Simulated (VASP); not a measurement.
# Br (Im-3m) in VASP: notebook, part 2 of 2

VASP 6.6.1.

**4. Single point, PBE**

The input, INCAR:

```
SYSTEM = Br
ALGO = Normal
EDIFF = 1E-6
ENCUT = 520
GGA = PE
ISIF = 2
ISMEAR = -1
LASPH = .TRUE.
LCHARG = .FALSE.
LREAL = .FALSE.
LWAVE = .FALSE.
NBANDS = 10
NELM = 100
PREC = Accurate
SIGMA = 0.05
```

The input, KPOINTS:

```
k-points
0
G
  15 15 15
  0 0 0
```

The input, POSCAR:

```
Br
1.0
   -1.8827674401      1.8827674401      1.8827674401
    1.8827674401     -1.8827674401      1.8827674401
    1.8827674401      1.8827674401     -1.8827674401
Br
1
Direct
    0.0000000000      0.0000000000      0.0000000000
```

Potentials or basis: VASP PAW PBE potentials, release 64 (Br).

Run with:

```sh
$ cat potpaw_PBE.64/Br/POTCAR > POTCAR
$ mpirun -np 1 vasp_std > vasp.out
```

OUTCAR:

```text
SYSTEM = Br
   EDIFF = 1E-6
   ENCUT = 520
   GGA = PE
   ISIF = 2
   ISMEAR = -1
   LASPH = .TRUE.
   LREAL = .FALSE.
   NELM = 100
   PREC = Accurate

 ion  position               nearest neighbor table
   1  0.000  0.000  0.000-

  LATTYP: Found a body centered cubic cell.
 ALAT       =     3.7655348802

  Lattice vectors:

 A1 = (  -1.8827674401,   1.8827674401,   1.8827674401)
 A2 = (   1.8827674401,  -1.8827674401,   1.8827674401)
 A3 = (   1.8827674401,   1.8827674401,  -1.8827674401)

Analysis of symmetry for initial positions (statically):
=====================================================================
 Subroutine PRICEL returns:
 Original cell was already a primitive cell.

 Routine SETGRP: Setting up the symmetry group for a
 body centered cubic supercell.

 Subroutine GETGRP returns: Found 48 space group operations
 (whereof 48 operations were pure point group operations)
 out of a pool of 48 trial point group operations.

The static configuration has the point symmetry O_h .

Analysis of symmetry for dynamics (positions and initial velocities):
=====================================================================
 Subroutine PRICEL returns:
 Original cell was already a primitive cell.

 Routine SETGRP: Setting up the symmetry group for a
 body centered cubic supercell.

 Subroutine GETGRP returns: Found 48 space group operations
 (whereof 48 operations were pure point group operations)
 out of a pool of 48 trial point group operations.

The dynamic configuration has the point symmetry O_h .

 Subroutine INISYM returns: Found 48 space group operations
 (whereof 48 operations are pure point group operations),
 and found     1 'primitive' translations

----------------------------------------------------------------------------------------

                                     Primitive cell

[... 110 lines left out ...]
  Fermi-wavevector in a.u.,A,eV,Ry     =   1.047830  1.980112 14.938486  1.097948
  Thomas-Fermi vector in A             =   2.182726
   LORBIT       =      0    0 simple, 1 ext, 2 COOP (PROOUT), +10 PAW based schemes
   GGA     = PE    functional components
   LHFCALC =     F    Hartree Fock is set to
   AEXX    =    0.0000 exact exchange contribution
   IVDW    =     0    specifies the selected vdW correction
   LEPSILON=     F    determine dielectric tensor
   LRPA    =     F    only Hartree local field effects (RPA)
 non-spin polarized calculation
  energy-cutoff  :      520.00
  volume of cell :       26.70
 maximum number of plane-waves:       730
   NGX = 13   NGY = 13   NGZ = 13

 number of electron       6.9999998 magnetization

 Free energy of the ion-electron system (eV)
  ---------------------------------------------------
  ext. energy  EPLUGINS =         0.00000000
  ---------------------------------------------------
  free energy    TOTEN  =        -1.01944365 eV

  energy without entropy =       -1.00257193  energy(sigma->0) =       -1.01100779

 E-fermi :   1.5372     XC(G=0):  -9.2450

 val. band max:        1.5327335101   @ k =   0.2000   0.1333   0.0667
 cond. band min:       1.5414312781   @ k =  -0.4000  -0.4000   0.0667
 fundamental gap:      0.0086977681
 Fermi energy:         1.5371607488

 k-point     1 :       0.0000    0.0000    0.0000
  band No.  band energies     occupation
      1     -13.7835      2.00000
      2       2.2502      0.00000
      3       2.2502      0.00000
      4       2.2502      0.00000
      5       9.3300      0.00000
      6      14.2071      0.00000
      7      14.2071      0.00000
      8      14.2071      0.00000
      9      16.8436      0.00000
     10      16.8436      0.00000
[... 287 lines left out ...]
 k-point    24 :       0.4000    0.2000    0.0000
  band No.  band energies     occupation
      1     -12.2547      2.00000
      2      -2.4620      2.00000
      3      -0.4420      2.00000
      4       1.5233      1.13758
      5      10.4610      0.00000
      6      12.2946      0.00000
      7      15.1569      0.00000
      8      16.8859      0.00000
      9      19.7915      0.00000
     10      22.2476      0.00000

 [... further k-points ...]

------------------------ aborting loop because EDIFF is reached ----------------------------------------

  FORCE on cell =-STRESS in cart. coord.  units (eV):
  Direction    XX          YY          ZZ          XY          YZ          ZX
  --------------------------------------------------------------------------------------
  -------------------------------------------------------------------------------------
  Total        0.0038469      0.0038469      0.0038469     -0.0000000      0.0000000      0.0000000
  in kB        0.2308712      0.2308712      0.2308712     -0.0000000      0.0000000      0.0000000
  external PRESSURE =       0.2308712 kB  Pullay stress =       0.0000000 kB

 VOLUME and BASIS-vectors are now :
 -----------------------------------------------------------------------------
  energy-cutoff  :      520.00
  volume of cell :       26.70
      direct lattice vectors                 reciprocal lattice vectors
    -1.882767440  1.882767440  1.882767440     0.000000000  0.265566522  0.265566522
     1.882767440 -1.882767440  1.882767440     0.265566522  0.000000000  0.265566522
     1.882767440  1.882767440 -1.882767440     0.265566522  0.265566522  0.000000000

 POSITION                                       TOTAL-FORCE (eV/Angst)
 -----------------------------------------------------------------------------------
      0.00000      0.00000      0.00000        -0.000000      0.000000      0.000000
 -----------------------------------------------------------------------------------
    total drift:                                0.000000     -0.000000     -0.000000

  FREE ENERGIE OF THE ION-ELECTRON SYSTEM (eV)
  ---------------------------------------------------
  free  energy   TOTEN  =        -1.0194436550 eV

  energy  without entropy=       -1.0025719340  energy(sigma->0) =       -1.01100779
```

OSZICAR:

```text
N       E                     dE             d eps       ncg     rms          rms(c)
DAV:   1     0.206394205412E+02    0.20639E+02   -0.29529E+03  2408   0.541E+02
DAV:   2    -0.198173022819E+00   -0.20838E+02   -0.20380E+02  3112   0.956E+01
DAV:   3    -0.101593538553E+01   -0.81776E+00   -0.78794E+00  2964   0.174E+01
DAV:   4    -0.101851416775E+01   -0.25788E-02   -0.25780E-02  2826   0.119E+00
DAV:   5    -0.101852095272E+01   -0.67850E-05   -0.67850E-05  2902   0.613E-02    0.353E+00
DAV:   6    -0.101880711878E+01   -0.28617E-03   -0.13025E-03  2746   0.200E-01    0.216E+00
DAV:   7    -0.101945844104E+01   -0.65132E-03   -0.21737E-03  2710   0.270E-01    0.567E-02
DAV:   8    -0.101944155939E+01    0.16882E-04   -0.11785E-04  2696   0.526E-02    0.753E-03
DAV:   9    -0.101944314319E+01   -0.15838E-05   -0.26421E-06  2758   0.113E-02    0.369E-03
DAV:  10    -0.101944365499E+01   -0.51180E-06   -0.66949E-07  1994   0.549E-03
   1 F= -.10194437E+01 E0= -.10110078E+01  d E =-.168717E-01
```

stdout:

```text
POSCAR found type information on POSCAR Br
 POSCAR found :  1 types and       1 ions
 scaLAPACK will be used
 LDA part: xc-table for (Slater+PW92), standard interpolation
 POSCAR, INCAR and KPOINTS ok, starting setup
 FFT: planning ... GRIDC
 FFT: planning ... GRID_SOFT
 FFT: planning ... GRID
 WAVECAR not read
 entering main loop
```

It took 8.8 s on 1 thread of Intel Xeon Platinum 8375C at 2.90GHz (Ice Lake), shared host; peak memory 0.15 GiB.

Results:

- Free energy: -1.0194 eV
- Pressure: 0.0 GPa
- Band gap on the k mesh: zero (an odd number of electrons rules out a gap without spin polarisation)

Levels at points of the mesh, in eV from the Fermi level:
```
           k point  band 2  band 3  band 4  band 5  band 6  band 7
(0.00, 0.00, 0.00)    0.71    0.71    0.71    7.79   12.67   12.67
```

Caveat: an odd number of electrons without spin polarisation forces a metal; a magnetic or distorted state may lie lower.

**5. The runs side by side**

| task | cell | cutoff (eV) | gap on the mesh (eV) | pressure (GPa) |
| --- | --- | --- | --- | --- |
| relaxation of cell and atoms | relaxed from a = 3.261 Å, angles 109.5°, 1 atom | 600 | none | 0.0 |
| single point | a = 3.245 Å, angles 109.5°, 1 atom | 520 | none | 0.5 |
| single point | a = 3.261 Å, angles 109.5°, 1 atom | 520 | none | 0.0 |

Alike in all rows: level PBE; potentials or basis VASP PAW PBE potentials, release 64 (Br); no spin polarisation; k mesh 15 × 15 × 15; smearing fermi-dirac 0.05 eV.

Caveats: an odd number of electrons without spin polarisation forces a metal; a magnetic or distorted state may lie lower; the relaxation stopped at its first step, so nothing moved (at least some runs).

Absolute energies hang on the potentials; compare differences alone.
